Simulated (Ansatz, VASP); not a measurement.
**One calculation of CaF2, two programs**

Contents of INCAR:

```
SYSTEM = CaF2
PREC = Accurate
ENCUT = 600
EDIFF = 1E-6
ISMEAR = -1
SIGMA = 0.01
LREAL = .FALSE.
LASPH = .TRUE.
NELM = 120
ALGO = Normal
ISIF = 2
LWAVE = .FALSE.
LCHARG = .TRUE.
GGA = PE
LELF = .TRUE.
LVHAR = .TRUE.
NBANDS = 19
GGA_COMPAT = .FALSE.
```

Contents of KPOINTS:

```
Automatic mesh
0
G
  6 6 6
  0 0 0
```

POSCAR

```
CaF2
1.0
    0.0000000000      2.7310000000      2.7310000000
    2.7310000000      0.0000000000      2.7310000000
    2.7310000000      2.7310000000      0.0000000000
Ca F
1 2
Direct
    0.0000000000      0.0000000000      0.0000000000
    0.2500000000      0.2500000000      0.2500000000
    0.7500000000      0.7500000000      0.7500000000
```

Input for Ansatz:

```yaml
crystal:
  lattice:
    - [0.0, 2.731, 2.731]
    - [2.731, 0.0, 2.731]
    - [2.731, 2.731, 0.0]
  atoms:
    - { symbol: Ca, position: [0.0, 0.0, 0.0] }
    - { symbol: F, position: [0.25, 0.25, 0.25] }
    - { symbol: F, position: [0.75, 0.75, 0.75] }
basis:
  ecutwfc: 476.19925930478996
kpoints:
  mp_grid:
    grid: [6, 6, 6]
hamiltonian:
  xc: pbe
scf:
  occupations:
    method: fermi_dirac
    width: 0.01
output:
  optics:
    de: 0.05
    sigma: 0.2
    nscf_kmesh:
      grid: [8, 8, 8]
```

Alike in both runs: task single point; functional PBE; k mesh 6 × 6 × 6; occupations fermi-dirac, width 0.01 eV; no spin polarisation.

|  | VASP | Ansatz |
| --- | --- | --- |
| version | VASP 6.6.1 | Ansatz 0.2.0 |
| potentials or method | VASP PAW PBE potentials, release 64 (Ca_sv, F), cutoff 600 eV | plane waves, PAW |
| valence electrons in the cell | 24 | 24 |

```tsv
	VASP	Ansatz	Ansatz less VASP
gap on the k mesh at the Fermi level (eV)	7.28	7.30	+0.020
```
